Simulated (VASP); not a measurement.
A run of VASP 6.6.1:

INCAR

```
PREC = Accurate
ENCUT = 520
EDIFF = 1E-7
ISMEAR = -1
SIGMA = 0.15
LREAL = F
LASPH = T
NELM = 60
ALGO = Normal
ISIF = 2
LWAVE = F
LCHARG = F
GGA = PS
NBANDS = 62
```

KPOINTS

```
Automatic mesh
0
Gamma
  3 2 3
```

POSCAR

```
LiOs12
1.0
    5.4800000000      0.0000000000      0.0000000000
   -4.1100000000      7.1187290000      0.0000000000
    0.0000000000      0.0000000000      4.3264600000
Os Li
12 1
Direct
   -0.0009712518      0.0004951946     -0.0072685124
    0.1651693150      0.2205768746      0.5162020063
    0.0111470403      0.3258445448      0.0251515888
    0.1916211924      0.5681487123      0.4746957944
    0.0124738294      0.6855689693      0.0237273893
    0.1693371437      0.8935755584      0.5086710028
    0.4984225048     -0.0027041912     -0.0090221261
    0.6555463508      0.2053754004      0.4760092081
    0.4760143193      0.3224721789      0.0250323853
    0.6565601453      0.5650704104      0.4739264451
    0.5024503567      0.6702169576     -0.0167692394
    0.6685605247      0.8902943318      0.5067999537
    0.8336698295      0.4455708580      0.7498016040
```

Potentials or basis: VASP PAW PBE potentials, release 64 (Os, Li_sv).

Launch:

```console
$ cat potpaw_PBE.64/Os/POTCAR potpaw_PBE.64/Li_sv/POTCAR > POTCAR
$ mpirun -np 1 vasp_std > vasp.out
```

Hardware: 1 thread of Oxide Virtual Turin-like Processor, with other jobs on the host.

Problem. Estimate the wall time of this run.

Solution. Wall time 6.1 min on 1 thread of Oxide Virtual Turin-like Processor, on a shared host, peak memory 0.28 GiB. Counts: scf iterations 25, k points 10.
